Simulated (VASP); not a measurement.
Write the native input for VASP 6.6.1 that does the following.

| Property | Result |
| --- | --- |
| Task | single point |
| Functional | PBE |
| Potentials or basis | VASP PAW PBE potentials, release 64 (Sc_sv) |
| Cutoff | 520 eV |
| k mesh | 11 × 11 × 6 |
| Occupations | methfessel-paxton, width 1 eV |
| Spin | no spin polarisation |
| Dipole correction | no |
| Further INCAR settings | ALGO = Normal; EDIFF = 1e-07; NBANDS = 18 |

The structure of Sc lies in POSCAR:

```
Sc
1.0
    3.3193628924      0.0000000000      0.0000000000
   -1.6596814462      2.8746525892      0.0000000000
    0.0000000000      0.0000000000      5.1842605006
Sc
2
Direct
    0.3333333333      0.6666666667      0.2500000000
    0.6666666667      0.3333333333      0.7500000000
```

One way to write it, as run:

INCAR

```
PREC = Accurate
ENCUT = 520
EDIFF = 1E-7
ISMEAR = 1
SIGMA = 1.0
LREAL = False
LASPH = True
NELM = 100
ALGO = Normal
ISIF = 2
LWAVE = False
LCHARG = False
GGA = PE
NBANDS = 18
```

KPOINTS

```
regular mesh
0
Gamma
  11 11 6
```

Potentials or basis: VASP PAW PBE potentials, release 64 (Sc_sv).

The run is started by

```bash
$ cat potpaw_PBE.64/Sc_sv/POTCAR > POTCAR
$ mpirun -np 1 vasp_std > vasp.out
```

Results of the run:

* Pressure: -0.1 GPa
* Band gap on the k mesh: zero (bands 11 and 12 overlap by 1.45 eV)

Caveat: so wide a smearing shifts energies and pressures.

It took 72 s on 1 thread of Intel Xeon 8259CL, on a shared host, peak memory 0.2 GiB.
